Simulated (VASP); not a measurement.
Input of a VASP 6.6.1 run:

The input INCAR:

```
SYSTEM = Os
ALGO = Normal
EDIFF = 1E-6
ENCUT = 520
GGA = PE
ISIF = 2
ISMEAR = -1
LASPH = .TRUE.
LCHARG = .TRUE.
LELF = .TRUE.
LREAL = .FALSE.
LVHAR = .TRUE.
LWAVE = .FALSE.
NBANDS = 15
NELM = 60
PREC = Accurate
SIGMA = 0.05
```

File KPOINTS:

```
k-points
0
G
  15 15 9
  0 0 0
```

The input POSCAR:

```
Os
1.0
    2.6971481488      0.0000000000      0.0000000000
   -1.3485740745      2.3357988147      0.0000000000
    0.0000000000      0.0000000000      4.2613185190
Os
2
Direct
    0.3333333333      0.6666666667      0.2500000000
    0.6666666667      0.3333333333      0.7500000000
```

Potentials or basis: VASP PAW PBE potentials, release 64 (Os).

Launch:

```bash
$ cat potpaw_PBE.64/Os/POTCAR > POTCAR
$ mpirun -np 1 vasp_std > vasp.out
```

Task: Predict the band gap on the k mesh.

Result: Zero (band 8 reaches 12.34 eV, above the bottom of band 9 at 8.26 eV).

Task: Predict the pressure.

Result: 28.9 GPa.

Stress tensor (GPa, compression positive):
```
28.16  0.00  0.00
 0.00 28.16  0.00
 0.00  0.00 30.28
```

Caveat: spin-orbit coupling is left out, which moves the levels of the heavy elements.
